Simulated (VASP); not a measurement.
Wanted: the native input for a VASP 6.6.1 run.

* Task: single point
* Functional: PBEsol
* Potentials or basis: VASP PAW PBE potentials, release 64 (Ni)
* Cutoff: 520 eV
* k mesh: 18 × 18 × 10
* Occupations: fermi-dirac, width 0.1 eV
* Spin: collinear spin, antiferromagnetic start
* Starting moments: [1.0, -1.0] μB
* Dipole correction: no
* Further INCAR settings: ALGO = Normal; EDIFF = 1e-07; NBANDS = 21

The structure of Ni lies in POSCAR:

```
Ni
1.0
    2.0640464588      0.0000000000      0.0000000000
   -1.0320232294      1.7875166679      0.0000000000
    0.0000000000      0.0000000000      3.3918345966
Ni
2
Direct
    0.3333333333      0.6666666667      0.2500000000
    0.6666666667      0.3333333333      0.7500000000
```

These files were run (other wordings do the same):

INCAR

```
SYSTEM = Ni
PREC = Accurate
ENCUT = 520
EDIFF = 1E-7
ISMEAR = -1
SIGMA = 0.1
LREAL = .False.
LASPH = .True.
NELM = 150
ALGO = Normal
ISIF = 2
LWAVE = .False.
LCHARG = .False.
ISPIN = 2
MAGMOM = 1 -1
LORBIT = 11
LMAXMIX = 4
GGA = PS
NBANDS = 21
```

KPOINTS

```
Automatic mesh
0
Gamma
  18 18 10
  0 0 0
```

Potentials or basis: VASP PAW PBE potentials, release 64 (Ni).

The run is started by

```sh
$ cat potpaw_PBE.64/Ni/POTCAR > POTCAR
$ mpirun -np 1 vasp_std > vasp.out
```

Results of the run:

```json
{"Pressure": "389.2 GPa", "Band gap on the k mesh": "zero (filled and empty bands overlap)", "Net moment": "0.00 μB per cell"}
```

Caveat: the PAW data sets were made with another functional, which shifts forces and pressure a little.

Run time: 67 s on 1 thread of Intel(R) Xeon(R) Platinum 8488C (Sapphire Rapids), with other jobs on the host, peak memory 0.19 GiB.
